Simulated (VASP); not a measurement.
# Hf (P6/mmm) in VASP: further runs

Runs on Hf. Level: PBEsol. Tasks: single point, relaxation of cell and atoms.

Program: VASP 6.6.1. These are calculated values, not measurements. Logs are shortened: lines on timing, memory, paths and dates and some standing lists are left out, and cuts for length are marked.

## 1. The cell of the first run

It takes space group P6/mmm (No. 191, hexagonal). Conventional cell: a = 4.919 Å, b = 4.919 Å, c = 3.061 Å, α = 90.00°, β = 90.00°, γ = 120.00°. Within 3.7 Å of Hf (site symmetry -6m2) lie 11 Hf at 2.84 to 3.23 Å. Hf (site symmetry 6/mmm) has 14 Hf at 3.06 to 3.23 Å within 4.0 Å.

This isn't the form of Hf at room conditions, which is hcp.

## 2. Single point, PBEsol

INCAR reads:

```
PREC = Accurate
ENCUT = 520
EDIFF = 1E-6
ISMEAR = 0
SIGMA = 0.1
LREAL = F
LASPH = T
NELM = 60
ALGO = Fast
ISIF = 2
LWAVE = F
LCHARG = F
GGA = PS
NBANDS = 39
```

KPOINTS reads:

```
regular mesh
0
Gamma
  12 12 6
```

POSCAR reads:

```
Hf
1.0
    4.9192156248      0.0000000000      0.0000000000
   -2.4596078124     -4.2601656978      0.0000000000
    0.0000000000      0.0000000000     -6.1221359201
Hf
6
Direct
    0.3333333333      0.6666666667      0.2500000000
    0.3333333333      0.6666666667      0.7500000000
    0.6666666667      0.3333333333      0.2500000000
    0.6666666667      0.3333333333      0.7500000000
    0.0000000000      0.0000000000      0.5000000000
    0.0000000000      0.0000000000      0.0000000000
```

Potentials or basis: VASP PAW PBE potentials, release 64 (Hf_pv).

Run with:

```bash
$ cat potpaw_PBE.64/Hf_pv/POTCAR > POTCAR
$ mpirun -np 1 vasp_std > vasp.out
```

OUTCAR:

```text
PREC = Accurate
   ENCUT = 520
   EDIFF = 1E-6
   ISMEAR = 0
   LREAL = F
   LASPH = T
   NELM = 60
   ISIF = 2
   GGA = PS

 ion  position               nearest neighbor table
   1  0.333  0.667  0.250-   3 2.84   3 2.84   3 2.84   2 3.06   2 3.06   5 3.23   6 3.23   6 3.23
                             5 3.23   6 3.23   5 3.23
   2  0.333  0.667  0.750-   4 2.84   4 2.84   4 2.84   1 3.06   1 3.06   5 3.23   6 3.23   6 3.23
                             5 3.23   6 3.23   5 3.23
   3  0.667  0.333  0.250-   1 2.84   1 2.84   1 2.84   4 3.06   4 3.06   5 3.23   6 3.23   5 3.23
                             6 3.23   5 3.23   6 3.23
   4  0.667  0.333  0.750-   2 2.84   2 2.84   2 2.84   3 3.06   3 3.06   5 3.23   6 3.23   5 3.23
                             6 3.23   5 3.23   6 3.23
   5  0.000  0.000  0.500-   6 3.06   6 3.06   3 3.23   4 3.23   1 3.23   2 3.23   3 3.23   4 3.23
                             1 3.23   2 3.23   3 3.23   4 3.23   1 3.23   2 3.23
   6  0.000  0.000  0.000-   5 3.06   5 3.06   3 3.23   4 3.23   1 3.23   2 3.23   3 3.23   4 3.23
                             1 3.23   2 3.23   3 3.23   4 3.23   1 3.23   2 3.23

  LATTYP: Found a hexagonal cell.
 ALAT       =     4.9192156248
 C/A-ratio  =     1.2445349802

  Lattice vectors:

 A1 = (   4.9192156248,   0.0000000000,   0.0000000000)
 A2 = (  -2.4596078124,  -4.2601656978,   0.0000000000)
 A3 = (   0.0000000000,   0.0000000000,  -6.1221359201)

Analysis of symmetry for initial positions (statically):
=====================================================================
 Subroutine PRICEL returns following result:

  LATTYP: Found a hexagonal cell.
 ALAT       =     4.9192156248
 C/A-ratio  =     0.6222674901

  Lattice vectors:

 A1 = (   4.9192156248,   0.0000000000,   0.0000000000)
 A2 = (  -2.4596078124,  -4.2601656978,   0.0000000000)
 A3 = (   0.0000000000,   0.0000000000,  -3.0610679600)

   2 primitive cells build up your supercell.

 Routine SETGRP: Setting up the symmetry group for a
 hexagonal supercell.

 Subroutine GETGRP returns: Found 24 space group operations
 (whereof 24 operations were pure point group operations)
 out of a pool of 24 trial point group operations.

The static configuration has the point symmetry D_6h.

Analysis of symmetry for dynamics (positions and initial velocities):
=====================================================================
 Subroutine PRICEL returns following result:

  LATTYP: Found a hexagonal cell.
 ALAT       =     4.9192156248
 C/A-ratio  =     0.6222674901

  Lattice vectors:

[... 120 lines left out ...]
   NFREE  =      0    steps in history (QN), initial steepest desc. (CG)
   ISIF   =      2    stress and relaxation
   ISYM   =      2    0-nonsym 1-usesym 2-fastsym
   POTIM  = 0.5000    time-step for ionic-motion
   TEBEG  =    0.0;   TEEND  =   0.0 temperature during run
   PSTRESS=    0.0 pullay stress
   NELECT =      60.0000    total number of electrons
   NUPDOWN=      -1.0000    fix difference up-down
   EMIN   =  10.00;   EMAX   =-10.00  energy-range for DOS
   EFERMI =   0.00;   METHOD = LEGACY
   ISMEAR =     0;   SIGMA  =   0.10  broadening in eV -4-tet -1-fermi 0-gaus
   EFERMI_NEDOS =   21; number of points for ismear=-14 and -15
   IALGO  =     68    algorithm
   IMIX   =      4    mixing-type and parameters
     AMIX     =   0.40;   BMIX     =  1.00
     AMIX_MAG =   1.60;   BMIX_MAG =  1.00
  volume/ion in A,a.u.               =      21.38       144.30
  Fermi-wavevector in a.u.,A,eV,Ry     =   1.270721  2.401314 21.969754  1.614731
  Thomas-Fermi vector in A             =   2.403693
   LORBIT       =      0    0 simple, 1 ext, 2 COOP (PROOUT), +10 PAW based schemes
   GGA     = PS    functional components
   LHFCALC =     F    Hartree Fock is set to
   AEXX    =    0.0000 exact exchange contribution
   IVDW    =     0    specifies the selected vdW correction
   LEPSILON=     F    determine dielectric tensor
   LRPA    =     F    only Hartree local field effects (RPA)
 non-spin polarized calculation
 RMM-DIIS sequential band-by-band and
 Gauss-broadening in eV      SIGMA  =   0.10
  energy-cutoff  :      520.00
  volume of cell :      128.30
 maximum number of plane-waves:      3482
 NGX is ok and might be reduce to    40

 number of electron      60.0000006 magnetization

 Free energy of the ion-electron system (eV)
  ---------------------------------------------------
  ext. energy  EPLUGINS =         0.00000000
  ---------------------------------------------------
  free energy    TOTEN  =       -62.82941826 eV

  energy without entropy =      -62.80708308  energy(sigma->0) =      -62.81825067

 E-fermi :   4.8700     XC(G=0): -11.5980

 val. band max:        4.8693074316   @ k =   0.3333   0.3333   0.5000
 cond. band min:       4.8761663701   @ k =   0.4167   0.1667   0.5000
 fundamental gap:      0.0068589385
 Fermi energy:         4.8699943160

 k-point     1 :       0.0000    0.0000    0.0000
  band No.  band energies     occupation
      1     -25.7980      2.00000
      2     -25.7235      2.00000
      3     -25.7235      2.00000
      4     -25.6923      2.00000
      5     -25.6903      2.00000
      6     -25.6903      2.00000
[... 997 lines left out ...]
     38       6.6191      0.00000
     39       7.2237      0.00000

 [... further k-points ...]

------------------------ aborting loop because EDIFF is reached ----------------------------------------

  FORCE on cell =-STRESS in cart. coord.  units (eV):
  Direction    XX          YY          ZZ          XY          YZ          ZX
  --------------------------------------------------------------------------------------
  -------------------------------------------------------------------------------------
  Total       -0.3630025     -0.3630025     -0.1864343      0.0000000      0.0000000      0.0000000
  in kB       -4.5330952     -4.5330952     -2.3281507      0.0000000      0.0000000      0.0000000
  external PRESSURE =      -3.7981137 kB  Pullay stress =       0.0000000 kB

 VOLUME and BASIS-vectors are now :
 -----------------------------------------------------------------------------
  energy-cutoff  :      520.00
  volume of cell :      128.30
      direct lattice vectors                 reciprocal lattice vectors
     4.919215625  0.000000000  0.000000000     0.203284441 -0.117366327  0.000000000
    -2.459607812 -4.260165698  0.000000000     0.000000000 -0.234732654  0.000000000
     0.000000000  0.000000000 -6.122135920     0.000000000  0.000000000 -0.163341685

 POSITION                                       TOTAL-FORCE (eV/Angst)
 -----------------------------------------------------------------------------------
     -0.00000     -2.84011     -1.53053        -0.000000     -0.000000     -0.000000
     -0.00000     -2.84011     -4.59160        -0.000000     -0.000000      0.000000
      2.45961     -1.42006     -1.53053         0.000000      0.000000     -0.000000
      2.45961     -1.42006     -4.59160         0.000000      0.000000      0.000000
      0.00000      0.00000     -3.06107         0.000000     -0.000000      0.000000
      0.00000      0.00000      0.00000         0.000000     -0.000000      0.000000
 -----------------------------------------------------------------------------------
    total drift:                                0.000000      0.000000     -0.000000

  FREE ENERGIE OF THE ION-ELECTRON SYSTEM (eV)
  ---------------------------------------------------
  free  energy   TOTEN  =       -62.8294182553 eV

  energy  without entropy=      -62.8070830835  energy(sigma->0) =      -62.81825067
```

stdout:

```text
POSCAR found type information on POSCAR Hf
 POSCAR found :  1 types and       6 ions
 scaLAPACK will be used
 -----------------------------------------------------------------------------
|                                                                             |
|                                                                             |
|     You enforced a specific xc type in the INCAR file but a different       |
|     I HOPE YOU KNOW WHAT YOU ARE DOING!                                     |
|                                                                             |
 -----------------------------------------------------------------------------

 LDA part: xc-table for (Slater+PW92), standard interpolation
 POSCAR, INCAR and KPOINTS ok, starting setup
 FFT: planning ... GRIDC
 FFT: planning ... GRID_SOFT
 FFT: planning ... GRID
 WAVECAR not read
 entering main loop
```

Run time: 4.7 min. Hardware: 1 thread of Intel Xeon Platinum 8559C (Emerald Rapids), shared host; peak memory 0.43 GiB.

What came out:

- Free energy: -62.8294 eV
- Pressure: -0.4 GPa
- Band gap on the k mesh: zero (bands 30 and 31 overlap by 0.97 eV)

Caveat: the PAW data sets were made with another functional, which shifts forces and pressure a little; spin-orbit coupling is left out, which moves the levels of the heavy elements.

## 3. Relaxation of cell and atoms, PBEsol

This run uses another cell than the first one: it holds 3 atoms, not 6.

INCAR reads:

```
SYSTEM = Hf
ALGO = Fast
EDIFF = 1E-6
EDIFFG = -0.005
ENCUT = 600
GGA = PS
IBRION = 2
ISIF = 3
ISMEAR = 0
LASPH = .TRUE.
LCHARG = .FALSE.
LREAL = .FALSE.
LWAVE = .FALSE.
NELM = 60
NSW = 100
PREC = Accurate
SIGMA = 0.1
```

KPOINTS reads:

```
k-points
0
G
  12 12 14
  0 0 0
```

POSCAR reads:

```
Hf
1.0
    4.9623295440      0.0000000000      0.0000000000
   -2.4811647720      4.2975034470      0.0000000000
    0.0000000000      0.0000000000      3.0862322500
Hf
3
Direct
    0.6666666700      0.3333333300      0.5000000000
    0.3333333300      0.6666666700      0.5000000000
    0.0000000000      0.0000000000      0.0000000000
```

Potentials or basis: VASP PAW PBE potentials, release 64 (Hf_pv).

Run with:

```bash
$ cat potpaw_PBE.64/Hf_pv/POTCAR > POTCAR
$ mpirun -np 1 vasp_std > vasp.out
```

Run time: 6.7 min. Hardware: 1 thread of Intel Xeon Platinum 8559C (Emerald Rapids), shared host; peak memory 0.35 GiB.

It converged, with:

```
Free energy                           : -31.4142 eV
Relaxed volume                        : 21.32 Å³/atom
Relaxed cell                          : a = 4.913 Å, b = 4.913 Å, c = 3.060 Å, α = 90.00°, β = 90.00°, γ = 120.00°
Space group after relaxing (to 0.1 Å) : P6/mmm (No. 191)
Energy gained by relaxing             : 6.3 meV/atom
Ionic steps                           : 8
Pressure after relaxing               : 0.0 GPa
Band gap on the k mesh                : zero (bands 15 and 16 overlap by 0.98 eV)
```

Step by step:
```csv
step,energy change (eV),largest force (eV/Å),pressure (GPa),volume (Å³)
1,0.0000,0.0000,-3.20,65.82
2,0.0104,0.0000,4.37,61.73
3,-0.0190,0.0000,-0.01,63.96
4,-0.0190,0.0000,0.03,63.92
5,-0.0190,0.0000,0.04,63.92
6,-0.0190,0.0000,0.04,63.92
7,-0.0190,0.0000,0.04,63.92
8,-0.0190,0.0000,-0.02,63.97
```

Final structure:
```xyz
3
Lattice="4.9132 0.0000 0.0000 -2.4566 4.2550 0.0000 0.0000 0.0000 3.0598" Properties=species:S:1:pos:R:3 pbc="T T T"
Hf    2.4566    1.4183    1.5299
Hf    0.0000    2.8367    1.5299
Hf    0.0000    0.0000    0.0000
```

Levels at points of the mesh, in eV from the Fermi level:
| k point | band 11 | band 12 | band 13 | band 14 | band 15 | band 16 | band 17 | band 18 | band 19 |
| --- | --- | --- | --- | --- | --- | --- | --- | --- | --- |
| (0.00, 0.00, 0.00) | -2.62 | -0.62 | -0.61 | -0.61 | -0.58 | -0.58 | 1.13 | 2.19 | 2.19 |
| (0.50, 0.00, 0.00) | -4.52 | -3.64 | -0.50 | -0.45 | -0.37 | 0.17 | 0.89 | 1.24 | 1.58 |
| (0.00, 0.00, 0.50) | -2.65 | -2.65 | -2.17 | -1.97 | -1.97 | 1.43 | 1.43 | 2.10 | 2.10 |
| (0.50, 0.00, 0.50) | -3.02 | -2.09 | -1.48 | -0.81 | -0.68 | 0.57 | 0.63 | 1.13 | 1.74 |

Caveat: the PAW data sets were made with another functional, which shifts forces and pressure a little; spin-orbit coupling is left out, which moves the levels of the heavy elements.
